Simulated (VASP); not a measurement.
# Mn (Fd-3m) in VASP: a series of runs

Runs on Mn. Level: PBE. Tasks: single point.

Program: VASP 6.6.1. These are calculated values, not measurements. Logs are shortened: lines on timing, memory, paths and dates and some standing lists are left out, and cuts for length are marked.

## Step 1: The cell of the first run

Symmetry: Fd-3m, No. 227, cubic system. Conventional cell: a = 4.919 Å, b = 4.919 Å, c = 4.919 Å, α = 90.00°, β = 90.00°, γ = 90.00°. Within 2.8 Å of Mn (site symmetry -43m) lie 4 Mn at 2.13 Å.

This isn't the form of Mn at room conditions, which is a 58-atom cubic cell.

## Step 2: Single point, PBE

Input file INCAR:

```
PREC = Accurate
ENCUT = 520
EDIFF = 1E-6
ISMEAR = -1
SIGMA = 0.06122561905347299
LREAL = F
LASPH = T
NELM = 100
ALGO = Normal
ISIF = 2
LWAVE = F
LCHARG = F
GGA = PE
NBANDS = 20
```

Input file KPOINTS:

```
Automatic mesh
0
Gamma
  19 19 19
```

Input file POSCAR:

```
Mn
1.0
    0.0000000000      2.4593933276      2.4593933276
    2.4593933276      0.0000000000      2.4593933276
    2.4593933276      2.4593933276      0.0000000000
Mn
2
Direct
    0.0000000000      0.0000000000      0.0000000000
    0.2500000000      0.2500000000      0.2500000000
```

Potentials or basis: VASP PAW PBE potentials, release 64 (Mn_pv).

The run is started by

```console
$ cat potpaw_PBE.64/Mn_pv/POTCAR > POTCAR
$ mpirun -np 1 vasp_std > vasp.out
```

OUTCAR:

```text
PREC = Accurate
   ENCUT = 520
   EDIFF = 1E-6
   ISMEAR = -1
   LREAL = F
   LASPH = T
   NELM = 100
   ISIF = 2
   GGA = PE

 ion  position               nearest neighbor table
   1  0.000  0.000  0.000-   2 2.13   2 2.13   2 2.13   2 2.13
   2  0.250  0.250  0.250-   1 2.13   1 2.13   1 2.13   1 2.13

  LATTYP: Found a face centered cubic cell.
 ALAT       =     4.9187866552

  Lattice vectors:

 A1 = (   0.0000000000,   2.4593933276,   2.4593933276)
 A2 = (   2.4593933276,   0.0000000000,   2.4593933276)
 A3 = (   2.4593933276,   2.4593933276,   0.0000000000)

Analysis of symmetry for initial positions (statically):
=====================================================================
 Subroutine PRICEL returns:
 Original cell was already a primitive cell.

 Routine SETGRP: Setting up the symmetry group for a
 face centered cubic supercell.

 Subroutine GETGRP returns: Found 48 space group operations
 (whereof 24 operations were pure point group operations)
 out of a pool of 48 trial point group operations.

The static configuration has the point symmetry T_d .
 The point group associated with its full space group is O_h .

Analysis of symmetry for dynamics (positions and initial velocities):
=====================================================================
 Subroutine PRICEL returns:
 Original cell was already a primitive cell.

 Routine SETGRP: Setting up the symmetry group for a
 face centered cubic supercell.

 Subroutine GETGRP returns: Found 48 space group operations
 (whereof 24 operations were pure point group operations)
 out of a pool of 48 trial point group operations.

The dynamic configuration has the point symmetry T_d .
 The point group associated with its full space group is O_h .

 Subroutine INISYM returns: Found 48 space group operations
 (whereof 24 operations are pure point group operations),
 and found     1 'primitive' translations

----------------------------------------------------------------------------------------

                                     Primitive cell

  volume of cell :      29.7518

  direct lattice vectors                    reciprocal lattice vectors
     0.000000000  2.459393328  2.459393328    -0.203302170  0.203302170  0.203302170
     2.459393328  0.000000000  2.459393328     0.203302170 -0.203302170  0.203302170
     2.459393328  2.459393328  0.000000000     0.203302170  0.203302170 -0.203302170

  length of vectors
     3.478107399  3.478107399  3.478107399     0.352129687  0.352129687  0.352129687

  position of ions in fractional coordinates (direct lattice)
     0.000000000  0.000000000  0.000000000
     0.250000000  0.250000000  0.250000000

  ion indices of the primitive-cell ions
   primitive index   ion index
                 1           1
                 2           2

----------------------------------------------------------------------------------------

 KPOINTS: Automatic mesh

Automatic generation of k-mesh.
 Grid dimensions read from file:
 generate k-points for:   19   19   19

 Generating k-lattice:

  Cartesian coordinates                     Fractional coordinates (reciprocal lattice)
    -0.010700114  0.010700114  0.010700114     0.052631579  0.000000000  0.000000000
     0.010700114 -0.010700114  0.010700114     0.000000000  0.052631579  0.000000000
     0.010700114  0.010700114 -0.010700114     0.000000000  0.000000000  0.052631579

  Length of vectors
     0.018533141  0.018533141  0.018533141

  Shift w.r.t. Gamma in fractional coordinates (k-lattice)
     0.000000000  0.000000000  0.000000000

 Subroutine IBZKPT returns following result:
 ===========================================

 Found    220 irreducible k-points:

 Following reciprocal coordinates:
            Coordinates               Weight
  0.000000  0.000000  0.000000      1.000000
  0.052632  0.000000  0.000000      8.000000
  0.105263  0.000000  0.000000      8.000000
  0.157895  0.000000  0.000000      8.000000
  0.210526  0.000000  0.000000      8.000000
  0.263158  0.000000  0.000000      8.000000
[... 16 lines left out ...]
 -0.315789  0.052632  0.000000     24.000000
 -0.263158  0.052632  0.000000     24.000000
 [... further k-points ...]
   k-points           NKPTS =    220   k-points in BZ     NKDIM =    220   number of bands    NBANDS=     20
   number of dos      NEDOS =    301   number of ions     NIONS =      2
   total plane-waves  NPLWV =  21952
   dimension x,y,z NGX =    28 NGY =   28 NGZ =   28
   dimension x,y,z NGXF=    56 NGYF=   56 NGZF=   56
   ions per type =               2
   NGX,Y,Z   is equivalent  to a cutoff of  13.38, 13.38, 13.38 a.u.
   NGXF,Y,Z  is equivalent  to a cutoff of  26.77, 26.77, 26.77 a.u.
 SYSTEM =  unknown system
   PREC   = accura    normal or accurate (medium, high low for compatibility)
   ISTART =      0    job   : 0-new  1-cont  2-samecut
   ICHARG =      2    charge: 1-file 2-atom 10-const
   ISPIN  =      1    spin polarized calculation?
   LNONCOLLINEAR =      F non collinear calculations
   LSORBIT =      F    spin-orbit coupling
   LASPH  =      T    aspherical Exc in radial PAW
   ENCUT  =  520.0 eV  38.22 Ry    6.18 a.u.   6.47  6.47  6.47*2*pi/ulx,y,z
   NELM   =    100;   NELMIN=  2; NELMDL= -5     # of ELM steps
   EDIFF  = 0.1E-05   stopping-criterion for ELM
   LREAL  =      F    real-space projection
   EDIFFG = 0.1E-04   stopping-criterion for IOM
   NSW    =      0    number of steps for IOM
   IBRION =     -1    ionic relax: 0-MD 1-quasi-New 2-CG
   NFREE  =      0    steps in history (QN), initial steepest desc. (CG)
   ISIF   =      2    stress and relaxation
   ISYM   =      2    0-nonsym 1-usesym 2-fastsym
   POTIM  = 0.5000    time-step for ionic-motion
   TEBEG  =    0.0;   TEEND  =   0.0 temperature during run
   PSTRESS=    0.0 pullay stress
   NELECT =      26.0000    total number of electrons
   NUPDOWN=      -1.0000    fix difference up-down
   EMIN   =  10.00;   EMAX   =-10.00  energy-range for DOS
   EFERMI =   0.00;   METHOD = LEGACY
   ISMEAR =    -1;   SIGMA  =   0.06  broadening in eV -4-tet -1-fermi 0-gaus
   EFERMI_NEDOS =   21; number of points for ismear=-14 and -15
   IALGO  =     38    algorithm
   IMIX   =      4    mixing-type and parameters
     AMIX     =   0.40;   BMIX     =  1.00
     AMIX_MAG =   1.60;   BMIX_MAG =  1.00
  volume/ion in A,a.u.               =      14.88       100.39
  Fermi-wavevector in a.u.,A,eV,Ry     =   1.565169  2.957741 33.330935  2.449755
  Thomas-Fermi vector in A             =   2.667685
   LORBIT       =      0    0 simple, 1 ext, 2 COOP (PROOUT), +10 PAW based schemes
   GGA     = PE    functional components
   LHFCALC =     F    Hartree Fock is set to
   AEXX    =    0.0000 exact exchange contribution
   IVDW    =     0    specifies the selected vdW correction
   LEPSILON=     F    determine dielectric tensor
   LRPA    =     F    only Hartree local field effects (RPA)
 non-spin polarized calculation
  energy-cutoff  :      520.00
  volume of cell :       29.75
 maximum number of plane-waves:       825
 NGX is ok and might be reduce to    28
   NGX = 13   NGY = 13   NGZ = 13

 number of electron      25.9999979 magnetization

 Free energy of the ion-electron system (eV)
  ---------------------------------------------------
  ext. energy  EPLUGINS =         0.00000000
  ---------------------------------------------------
  free energy    TOTEN  =       -15.18231380 eV

  energy without entropy =      -15.16188272  energy(sigma->0) =      -15.17209826

 E-fermi :   6.2588     XC(G=0): -11.7986

 val. band max:        6.2564656380   @ k =  -0.2632   0.2632   0.0000
 cond. band min:       6.2832769563   @ k =  -0.3684   0.4737   0.1579
 fundamental gap:      0.0268113183
 Fermi energy:         6.2588397635

 k-point     1 :       0.0000    0.0000    0.0000
  band No.  band energies     occupation
      1     -41.6507      2.00000
      2     -41.6507      2.00000
      3     -41.6507      2.00000
      4     -40.8969      2.00000
      5     -40.8969      2.00000
      6     -40.8969      2.00000
[... 12 lines left out ...]
     19      20.9496      0.00000
     20      20.9496      0.00000

 k-point     2 :       0.0526    0.0000    0.0000
  band No.  band energies     occupation
      1     -41.6534      2.00000
      2     -41.6534      2.00000
      3     -41.6507      2.00000
      4     -40.8975      2.00000
      5     -40.8942      2.00000
      6     -40.8942      2.00000
[... 12 lines left out ...]
     19      20.5091      0.00000
     20      20.5091      0.00000

 k-point     3 :       0.1053    0.0000    0.0000
  band No.  band energies     occupation
      1     -41.6611      2.00000
      2     -41.6611      2.00000
      3     -41.6506      2.00000
      4     -40.8992      2.00000
      5     -40.8865      2.00000
      6     -40.8865      2.00000
[... 12 lines left out ...]
     19      19.9642      0.00000
     20      19.9642      0.00000

 k-point     4 :       0.1579    0.0000    0.0000
  band No.  band energies     occupation
      1     -41.6726      2.00000
      2     -41.6726      2.00000
      3     -41.6505      2.00000
      4     -40.9018      2.00000
      5     -40.8749      2.00000
      6     -40.8749      2.00000
[... 12 lines left out ...]
     19      19.4593      0.00000
     20      19.4593      0.00000

 k-point     5 :       0.2105    0.0000    0.0000
  band No.  band energies     occupation
      1     -41.6865      2.00000
      2     -41.6865      2.00000
      3     -41.6506      2.00000
      4     -40.9047      2.00000
      5     -40.8609      2.00000
      6     -40.8609      2.00000
[... 12 lines left out ...]
     19      19.0013      0.00000
     20      19.0013      0.00000
[... 353 lines left out ...]
      6     -40.7974      2.00000
[... 12 lines left out ...]
     19      17.0511      0.00000
     20      17.7405      0.00000

 k-point    22 :      -0.3684    0.0526    0.0000
  band No.  band energies     occupation
      1     -41.7464      2.00000
      2     -41.7280      2.00000
      3     -41.6358      2.00000
      4     -40.9272      2.00000
      5     -40.8191      2.00000
      6     -40.8032      2.00000
[... 12 lines left out ...]
     19      17.0492      0.00000
     20      18.1428      0.00000

 k-point    23 :      -0.3158    0.0526    0.0000
  band No.  band energies     occupation
      1     -41.7363      2.00000
      2     -41.7161      2.00000
      3     -41.6370      2.00000
      4     -40.9240      2.00000
      5     -40.8310      2.00000
      6     -40.8130      2.00000
[... 12 lines left out ...]
     19      17.1652      0.00000
     20      18.6292      0.00000

 k-point    24 :      -0.2632    0.0526    0.0000
  band No.  band energies     occupation
      1     -41.7228      2.00000
      2     -41.7022      2.00000
      3     -41.6385      2.00000
      4     -40.9199      2.00000
      5     -40.8450      2.00000
      6     -40.8261      2.00000
[... 12 lines left out ...]
     19      17.3869      0.00000
     20      19.1638      0.00000

 [... further k-points ...]
[... 5 lines left out ...]
  --------------------------------------------------------------------------------------
  -------------------------------------------------------------------------------------
  Total        0.6723190      0.6723190      0.6723190     -0.0000000      0.0000000      0.0000000
  in kB       36.2052870     36.2052870     36.2052870     -0.0000000      0.0000000      0.0000000
  external PRESSURE =      36.2052870 kB  Pullay stress =       0.0000000 kB

 VOLUME and BASIS-vectors are now :
 -----------------------------------------------------------------------------
  energy-cutoff  :      520.00
  volume of cell :       29.75
      direct lattice vectors                 reciprocal lattice vectors
     0.000000000  2.459393328  2.459393328    -0.203302170  0.203302170  0.203302170
     2.459393328  0.000000000  2.459393328     0.203302170 -0.203302170  0.203302170
     2.459393328  2.459393328  0.000000000     0.203302170  0.203302170 -0.203302170

 POSITION                                       TOTAL-FORCE (eV/Angst)
 -----------------------------------------------------------------------------------
      0.00000      0.00000      0.00000         0.000000      0.000000      0.000000
      1.22970      1.22970      1.22970        -0.000000     -0.000000     -0.000000
 -----------------------------------------------------------------------------------
    total drift:                                0.000000      0.000000      0.000000

  FREE ENERGIE OF THE ION-ELECTRON SYSTEM (eV)
  ---------------------------------------------------
  free  energy   TOTEN  =       -15.1823138031 eV

  energy  without entropy=      -15.1618827216  energy(sigma->0) =      -15.17209826
```

Wall time 45 s (1 thread of Intel Xeon 6975P-C (Granite Rapids), shared host); peak memory 0.23 GiB.

What came out:

```
Free energy            : -15.1823 eV
Pressure               : 3.6 GPa
Band gap on the k mesh : zero (bands 13 and 14 overlap by 0.64 eV)
```

Levels at points of the mesh, in eV from the Fermi level:
```csv
k point,band 11,band 12,band 13,band 14,band 15,band 16
"(0.00, 0.00, 0.00)",-1.73,-1.73,0.44,0.44,0.44,2.32
```

Caveat: the cell stands under pressure; the run has no spin polarisation, though such a crystal can be magnetic.

## Step 3: Single point, PBE

This run uses another cell than the first one, of 15.18 Å³/atom.

Changes to INCAR since step 2:

```diff
@@ -7,3 +7,3 @@
 LASPH = T
-NELM = 100
+NELM = 60
 ALGO = Normal
```

KPOINTS is that of step 2.

Input file POSCAR:

```
Mn
1.0
    0.0000000000      2.4760113542      2.4760113542
    2.4760113542      0.0000000000      2.4760113542
    2.4760113542      2.4760113542      0.0000000000
Mn
2
Direct
    0.0000000000      0.0000000000      0.0000000000
    0.2500000000      0.2500000000      0.2500000000
```

Potentials or basis: VASP PAW PBE potentials, release 64 (Mn_pv).

The run is started by

```console
$ cat potpaw_PBE.64/Mn_pv/POTCAR > POTCAR
$ mpirun -np 1 vasp_std > vasp.out
```

It took 44 s on 1 thread of Intel Xeon 6975P-C (Granite Rapids), shared host; peak memory 0.23 GiB.

Results (log left out):

```yaml
Free_energy: -15.1902 eV
Pressure: 0.5 GPa
Band_gap_on_the_k_mesh: zero (bands 13 and 14 overlap by 0.63 eV)
```

Levels at points of the mesh, in eV from the Fermi level:
```tsv
k point	band 10	band 11	band 12	band 13	band 14	band 15	band 16	band 17
(0.00, 0.00, 0.00)	-1.69	-1.69	-1.69	0.43	0.43	0.43	2.26	2.26
```

Caveat: the run has no spin polarisation, though such a crystal can be magnetic. Spin polarisation is off, so any magnetic state and its effect on volume and gap are missing.

## Step 4: Single point, PBE

This run uses another cell than the first one, of 15.18 Å³/atom.

Input file INCAR:

```
SYSTEM = Mn
PREC = Accurate
ENCUT = 520
EDIFF = 1E-6
ISMEAR = -1
SIGMA = 0.06122561905347299
LREAL = .False.
LASPH = .True.
NELM = 80
ALGO = Normal
ISIF = 2
LWAVE = .False.
LCHARG = .False.
GGA = PE
NBANDS = 20
```

Input file KPOINTS:

```
regular mesh
0
Gamma
  19 19 19
  0 0 0
```

POSCAR is that of step 3.

The run is started by

```console
$ cat potpaw_PBE.64/Mn_pv/POTCAR > POTCAR
$ mpirun -np 1 vasp_std > vasp.out
```

Wall time 45 s (1 thread of Intel Xeon 6975P-C (Granite Rapids), shared host); peak memory 0.23 GiB.

The run converged. Its results:

```yaml
Free_energy: -15.1902 eV
Pressure: 0.5 GPa
Band_gap_on_the_k_mesh: zero (bands 13 and 14 overlap by 0.63 eV)
```

Levels at points of the mesh, in eV from the Fermi level:
```csv
k point,band 9,band 10,band 11,band 12,band 13,band 14,band 15,band 16,band 17,band 18
"(0.00, 0.00, 0.00)",-2.09,-1.69,-1.69,-1.69,0.43,0.43,0.43,2.26,2.26,14.50
```

Caveat: the run has no spin polarisation, though such a crystal can be magnetic.

(Continued in part 2 of 2.)
